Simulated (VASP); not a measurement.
**HfO2: single point with PBE**

The system is HfO2.

```
Hf O
1.0
     0.00000    2.54881    2.54881
     2.43411    0.00000    2.54881
     2.43411    2.54881    0.00000
Hf O
1 2
Direct
  0.00000 0.00000 0.00000
  0.25000 0.25000 0.25000
  0.75000 0.75000 0.75000
```

This cell differs from its parent crystal: strain -0.0450 x Voigt [1, 0, 0, 0, 0, 0].

* Program: VASP 6.6.1
* Task: single point
* Functional: PBE
* Potentials or basis: VASP PAW PBE potentials, release 64 (Hf_pv, O)
* Cutoff: 520 eV
* k mesh: 8 × 8 × 8
* Occupations: gaussian, width 0.05 eV
* Spin: no spin polarisation

| Quantity | Value |
| --- | --- |
| Pressure | 8.5 GPa |
| Band gap on the k mesh | 3.32 eV, indirect (least direct gap 3.49 eV) |

Stress tensor (GPa, compression positive):
```
23.43  0.00  0.00
 0.00  1.06  0.00
 0.00  0.00  1.06
```

Levels at points of the mesh, in eV from the valence-band top:
```
           k point  band 7  band 8  band 9  band 10  band 11  band 12  band 13  band 14  band 15  band 16
(0.00, 0.00, 0.00)   -5.86   -5.86   -1.19    -1.19    -0.55     3.32     3.70     5.83    10.38    10.38
(0.50, 0.00, 0.00)   -4.71   -3.44   -3.16    -2.25    -2.19     4.25     4.45     6.84     8.77     9.28
(0.50, 0.50, 0.00)   -4.04   -3.73   -2.29    -1.43    -0.52     3.43     5.36     6.28     7.76     8.14
(0.00, 0.50, 0.50)   -3.93   -3.93   -2.07    -2.07     0.00     3.49     5.29     7.00     8.24     8.24
```

It took 20 s on 1 thread of AMD EPYC 9R45 96-Core Processor (Zen 5) (shared host), peak memory 0.14 GiB.

Caveat: the cell differs from its parent crystal (strain -0.0450 x Voigt [1, 0, 0, 0, 0, 0]); spin-orbit coupling is left out, which moves the levels of the heavy elements. A k mesh can miss the band edges.
